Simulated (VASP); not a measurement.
Wanted: the native input for a VASP 6.6.1 run.

```
Task                   : single point
Functional             : PBE
Potentials or basis    : VASP PAW PBE potentials, release 64 (Mo_sv)
Cutoff                 : 500 eV
k mesh                 : 13 × 13 × 13
Occupations            : fermi-dirac, width 0.08 eV
Spin                   : no spin polarisation
Dipole correction      : no
Further INCAR settings : ALGO = Normal; EDIFF = 1e-06; NBANDS = 21
```

The structure of Mo lies in POSCAR:

```
Mo
1.0
    0.0000000000      2.4833104874      2.4833104874
    2.4833104874      0.0000000000      2.4833104874
    2.4833104874      2.4833104874      0.0000000000
Mo
2
Direct
   -0.1250000000     -0.1250000000     -0.1250000000
    0.1250000000      0.1250000000      0.1250000000
```

This isn't the form of Mo at room conditions, which is bcc.

These files were run (other wordings do the same):

INCAR

```
ALGO = Normal
EDIFF = 1E-6
ENCUT = 500
GGA = PE
GGA_COMPAT = False
ISIF = 2
ISMEAR = -1
LASPH = True
LCHARG = True
LELF = True
LREAL = False
LVHAR = True
LWAVE = False
NBANDS = 21
NELM = 120
PREC = Accurate
SIGMA = 0.08
```

KPOINTS

```
k-points
0
Gamma
  13 13 13
```

Potentials or basis: VASP PAW PBE potentials, release 64 (Mo_sv).

The run is started by

```bash
$ cat potpaw_PBE.64/Mo_sv/POTCAR > POTCAR
$ mpirun -np 1 vasp_std > vasp.out
```

Results of the run:

```json
{
  "Pressure": "103.5 GPa",
  "Band gap on the k mesh": "zero (bands 14 and 15 overlap by 0.93 eV)"
}
```

Caveat: the cell stands under pressure.

Run time: 61 s on 1 thread of Intel Xeon 8259CL (shared host), peak memory 0.18 GiB.
